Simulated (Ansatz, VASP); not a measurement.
# Rh in VASP and in Ansatz

The input INCAR:

```
SYSTEM = Rh
ALGO     = Fast           ! electronic algorithm
EDIFF    = 1E-6           ! SCF threshold, eV
ENCUT    = 520            ! plane-wave cutoff, eV
GGA      = PE             ! functional
ISIF     = 2              ! what is computed and relaxed
ISMEAR   = 0              ! smearing method
LASPH    = .True.         ! aspherical terms in the spheres
LCHARG   = .False.        ! write CHGCAR
LREAL    = .False.        ! projectors in reciprocal space
LWAVE    = .False.        ! write WAVECAR
NBANDS   = 14             ! bands
NELM     = 80             ! most SCF steps
PREC     = Accurate       ! precision mode
SIGMA    = 0.15           ! smearing width, eV
```

KPOINTS

```
k-points
0
Gamma
  20 20 20
  0 0 0
```

Contents of POSCAR:

```
Rh
1.0
   -0.1915052422      1.8639205224      1.9150524221
    1.8639205224     -0.1915052422      1.9150524221
    1.6724152802      1.6724152802      0.0000000000
Rh
1
Direct
    0.0000000000      0.0000000000      0.0000000000
```

Input for Ansatz:

```yaml
crystal:
  lattice:
    - [-0.1915052422, 1.8639205224, 1.9150524221]
    - [1.8639205224, -0.1915052422, 1.9150524221]
    - [1.6724152802, 1.6724152802, 0.0]
  atoms:
    - { symbol: Rh, position: [0.0, 0.0, 0.0] }
basis:
  ecutwfc: 420
kpoints:
  mp_grid: { grid: [20, 20, 20] }
hamiltonian:
  xc: pbe
  pseudopotentials: { kind: paw, azcp: { folder: soft_1 } }
scf:
  occupations: { method: gaussian, width: 0.15 }
output:
  forces: true
  stress: true
  eigenvalues: true
```

Change from the starting cell: engineering shear strain xy -0.2000, equal normal strain along x and y -0.0267.

Alike in both runs: task single point; functional PBE; k mesh 20 × 20 × 20; occupations gaussian, width 0.15 eV; no spin polarisation.

|  | VASP | Ansatz |
| --- | --- | --- |
| version | VASP 6.6.1 | Ansatz 0.2.0 |
| potentials or method | VASP PAW PBE potentials, release 64 (Rh_pv), cutoff 520 eV | scalar-relativistic, plane waves, PAW |
| valence electrons in the cell | 15 | 17 |

VASP gave:

| Item | Value |
| --- | --- |
| gap on the k mesh at the Fermi level (eV) | none |
| pressure (GPa) | 34.6 |
| traceless stress, the component that is largest in VASP (GPa) | 50.32 |

**Question.** Which values does Ansatz return?

**Answer.** gap on the k mesh at the Fermi level (eV): none; pressure (GPa): 34.5; traceless stress, the component that is largest in VASP (GPa): 50.08.

A gap of «none» marks a metal or a gap that the smearing closes. Both programs put the cell under a high pressure, so it lies far from rest at this level. VASP's potentials hold 15 valence electrons a cell and Ansatz's 17, so a difference there can come from the potentials and not from the codes.
